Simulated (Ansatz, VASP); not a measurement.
## Two plane-wave programs on S

```
S
1.0
    -0.23932    1.97379    1.97379
     1.97379   -0.23932    1.97379
     1.97379    1.97379   -0.23932
S
1
Direct
  0.00000 0.00000 0.00000
```

Alike in both runs: task single point; functional PBE; k mesh 15 × 15 × 15; occupations gaussian, width 0.1 eV; no spin polarisation.

```csv
,VASP,Ansatz
version,VASP 6.6.1,Ansatz 0.2.0
potentials or method,"VASP PAW PBE potentials, release 64 (S), cutoff 520 eV","scalar-relativistic, plane waves, PAW"
valence electrons in the cell,6,6
```

```tsv
	VASP	Ansatz	Ansatz less VASP
gap on the k mesh at the Fermi level (eV)	none	none	-
pressure (GPa)	-7.8	-7.8	+0.08
traceless stress, the component that is largest in VASP (GPa)	-8.74	-8.72	+0.012
```

A gap of «none» marks a metal or a gap that the smearing closes.
